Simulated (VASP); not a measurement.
Set up this calculation in VASP 6.6.1, as the native input.

| Property | Result |
| --- | --- |
| Task | relaxation of cell and atoms |
| Functional | PBE |
| Potentials or basis | VASP PAW PBE potentials, release 64 (Ga_d, As, Se) |
| Cutoff | 600 eV |
| k mesh | 2 × 2 × 2 |
| Occupations | gaussian, width 0.15 eV |
| Spin | no spin polarisation |
| Dipole correction | no |
| Further INCAR settings | ALGO = Normal; EDIFF = 1e-06; IBRION = 2; EDIFFG = -0.08; NSW = 36; ISIF = 3 |

The structure of GaAsSe3 lies in POSCAR:

```
GaAsSe3
1.0
    3.3000000000      1.9052558900      6.4000000000
   -3.3000000000      1.9052558900      6.4000000000
    0.0000000000     -3.8105117800      6.4000000000
Ga As Se
2 2 6
Direct
    0.6450000000      0.6450000000      0.6450000000
    0.3550000000      0.3550000000      0.3550000000
    0.8540000000      0.8540000000      0.8540000000
    0.1460000000      0.1460000000      0.1460000000
    0.9510000000      0.5620000000      0.2220000000
    0.2220000000      0.9510000000      0.5620000000
    0.5620000000      0.2220000000      0.9510000000
    0.0490000000      0.4380000000      0.7780000000
    0.7780000000      0.0490000000      0.4380000000
    0.4380000000      0.7780000000      0.0490000000
```

These files were run (other wordings do the same):

INCAR

```
ALGO     = Normal         # electronic algorithm
EDIFF    = 1E-6           # SCF threshold, eV
EDIFFG   = -0.08          # ionic threshold
ENCUT    = 600            # plane-wave cutoff, eV
GGA      = PE             # functional
IBRION   = 2              # ionic algorithm
ISIF     = 3              # what is computed and relaxed
ISMEAR   = 0              # smearing method
LASPH    = True           # aspherical terms in the spheres
LCHARG   = False          # write CHGCAR
LREAL    = False          # projectors in reciprocal space
LWAVE    = False          # write WAVECAR
NELM     = 60             # most SCF steps
NSW      = 36             # ionic steps
PREC     = Accurate       # precision mode
SIGMA    = 0.15           # smearing width, eV
```

KPOINTS

```
k-points
0
Gamma
  2 2 2
```

Potentials or basis: VASP PAW PBE potentials, release 64 (Ga_d, As, Se).

Run with:

```bash
$ cat potpaw_PBE.64/Ga_d/POTCAR potpaw_PBE.64/As/POTCAR potpaw_PBE.64/Se/POTCAR > POTCAR
$ mpirun -np 1 vasp_std > vasp.out
```

It gave:

| Item | Value |
| --- | --- |
| Relaxed volume | 23.84 Å³/atom |
| Relaxed cell | a = 7.167 Å, b = 7.167 Å, c = 7.167 Å, α = 56.35°, β = 56.35°, γ = 56.35° |
| Space group after relaxing (to 0.05 Å) | R-3 (No. 148) |
| Energy gained by relaxing | 131.9 meV/atom |
| Ionic steps | 9 |
| Pressure after relaxing | -0.3 GPa |
| Largest force after relaxing | 0.079 eV/Å |
| Band gap on the k mesh | 0.35 eV, indirect (least direct gap 0.92 eV) |

Caveat: the k points lie up to 0.56 Å⁻¹ apart in the final cell; the relaxation stopped at a loose force limit of 0.08 eV/Å, so its end isn't a converged minimum.

It took 4.8 min on 1 thread of Intel(R) Xeon(R) 6975P-C (Granite Rapids), on a shared host, peak memory 0.54 GiB.
